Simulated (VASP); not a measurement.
NaMgF3, 5 atoms in the cell. The structure is cubic, space group Pm-3m (No. 221). Conventional cell: a = 3.848 Å, b = 3.848 Å, c = 3.848 Å, α = 90.00°, β = 90.00°, γ = 90.00°. Na (site symmetry m-3m) has 12 F at 2.72 Å and 8 Mg at 3.33 Å within 3.6 Å. Within 2.6 Å of Mg (site symmetry m-3m) lie 6 F at 1.92 Å. F (site symmetry 4/mmm) has 2 Mg at 1.92 Å within 2.6 Å.  This cell differs from its parent crystal: volume scaled by 0.97.

```yaml
Program: VASP 6.6.1
Task: single point
Functional: r2SCAN
Potentials_or_basis: VASP PAW PBE potentials, release 64 (Na_pv, Mg, F)
Cutoff: 520 eV
k_mesh: 6 × 6 × 6
Occupations: gaussian, width 0.02 eV
Spin: no spin polarisation
Dipole_correction: no
Further_INCAR_settings: ALGO = Normal; EDIFF = 1e-07; NBANDS = 23
```

Potentials or basis: VASP PAW PBE potentials, release 64 (Na_pv, Mg, F).

Command:

```sh
$ cat potpaw_PBE.64/Na_pv/POTCAR potpaw_PBE.64/Mg/POTCAR potpaw_PBE.64/F/POTCAR > POTCAR
$ cp INCAR.step1 INCAR
$ mpirun -np 1 vasp_std > vasp.out
$ cp INCAR.step2 INCAR
$ mpirun -np 1 vasp_std > vasp.out
```

Hardware: 1 thread of Intel(R) Xeon(R) Platinum 8259CL CPU @ 2.50GHz (Skylake/Cascade Lake), on a shared host.

Problem. How long does it take, and how much memory?

Solution. It took 97 s on 1 thread of Intel(R) Xeon(R) Platinum 8259CL CPU @ 2.50GHz (Skylake/Cascade Lake), on a shared host, peak memory 0.18 GiB. Counts: k points 20.
